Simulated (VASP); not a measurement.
Input of a VASP 6.6.1 run:

The input INCAR:

```
SYSTEM = HfC
ALGO = Normal ; EDIFF = 1E-7
ENCUT = 520 ; ISIF = 2
ISMEAR = -1 ; LASPH = .True.
LCHARG = .False. ; LREAL = .False.
LWAVE = .False. ; NBANDS = 22
NELM = 80 ; PREC = Accurate
SIGMA = 0.1
```

KPOINTS

```
k-points
0
Gamma
  8 8 5
  0 0 0
```

The input POSCAR:

```
HfC
1.0
    3.3204299817      0.0000000000      0.0000000000
   -1.6602149909      2.8755768374      0.0000000000
    0.0000000000      0.0000000000      5.1677954043
Hf C
2 2
Direct
    0.6666666667      0.3333333333      0.7500000000
    0.3333333333      0.6666666667      0.2500000000
    0.0000000000      0.0000000000      0.0000000000
    0.0000000000      0.0000000000      0.5000000000
```

Potentials or basis: VASP PAW LDA potentials, release 64 (Hf_pv, C).

Command:

```sh
$ cat potpaw_LDA.64/Hf_pv/POTCAR potpaw_LDA.64/C/POTCAR > POTCAR
$ mpirun -np 1 vasp_std > vasp.out
```

**Question.** What does it give for the band gap on the k mesh?

**Answer.** Zero (band 14 reaches 7.44 eV, above the bottom of band 15 at 6.26 eV).

**Question.** What does it give for the pressure?

**Answer.** -7.9 GPa.

Stress tensor (GPa, compression positive):
```
-8.90  0.00  0.00
 0.00 -8.90  0.00
 0.00  0.00 -5.76
```

Caveat: spin-orbit coupling is left out, which moves the levels of the heavy elements.
